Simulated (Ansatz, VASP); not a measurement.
**Two plane-wave programs on InSb**

POSCAR

```
InSb
1.0
    0.0000000000      3.3166107100      3.3166107100
    3.3166107100      0.0000000000      3.3166107100
    3.3166107100      3.3166107100      0.0000000000
In Sb
1 1
Direct
    0.0000000000      0.0000000000      0.0000000000
    0.7500000000      0.7500000000      0.7500000000
```

Contents of INCAR.step1:

```
SYSTEM = InSb
ALGO = Normal
EDIFF = 1E-4
ENCUT = 520
GGA = PE
ISMEAR = 0
LASPH = .True.
LCHARG = .False.
LREAL = .False.
LWAVE = .True.
NBANDS = 16
NELM = 100
PREC = Accurate
SIGMA = 0.1
```

INCAR.step2

```
SYSTEM = InSb
ALGO = Normal
EDIFF = 1E-7
ENCUT = 520
ISIF = 2
ISMEAR = 0
ISTART = 1
LASPH = .True.
LCHARG = .False.
LMIXTAU = .True.
LREAL = .False.
LWAVE = .False.
METAGGA = R2SCAN
NBANDS = 16
NELM = 100
PREC = Accurate
SIGMA = 0.1
```

File KPOINTS:

```
k-points
0
Gamma
  6 6 6
  0 0 0
```

Input for Ansatz:

```yaml
crystal:
  lattice:
    - [0.0, 3.31661071, 3.31661071]
    - [3.31661071, 0.0, 3.31661071]
    - [3.31661071, 3.31661071, 0.0]
  atoms:
    - { symbol: In, position: [0.0, 0.0, 0.0] }
    - { symbol: Sb, position: [0.75, 0.75, 0.75] }
basis:
  ecutwfc: 500
kpoints:
  mp_grid: { grid: [6, 6, 6] }
hamiltonian:
  xc: r2scan
  pseudopotentials: { kind: paw, azcp: { folder: soft_1 } }
scf:
  occupations: { method: gaussian, width: 0.1 }
output:
  forces: true
  stress: true
  eigenvalues: true
```

Alike in both runs: task single point; functional r2SCAN; k mesh 6 × 6 × 6; occupations gaussian, width 0.1 eV; no spin polarisation.

```csv
,VASP,Ansatz
version,VASP 6.6.1,Ansatz 0.2.0
potentials or method,"VASP PAW PBE potentials, release 64 (In_d, Sb), cutoff 520 eV","scalar-relativistic, plane waves, PAW"
valence electrons in the cell,18,28
```

|  | VASP | Ansatz | Ansatz less VASP |
| --- | --- | --- | --- |
| gap on the k mesh at the Fermi level (eV) | none | none | - |
| pressure (GPa) | -1.3 | -1.3 | +0.02 |

VASP's potentials were made for PBE, not for r2SCAN. A gap of «none» marks a metal or a gap that the smearing closes. With one functional, cell and mesh, what is left measures potentials, basis and numerics. VASP's potentials hold 18 valence electrons a cell and Ansatz's 28, so a difference there can come from the potentials and not from the codes.

Spin-orbit coupling is off throughout.
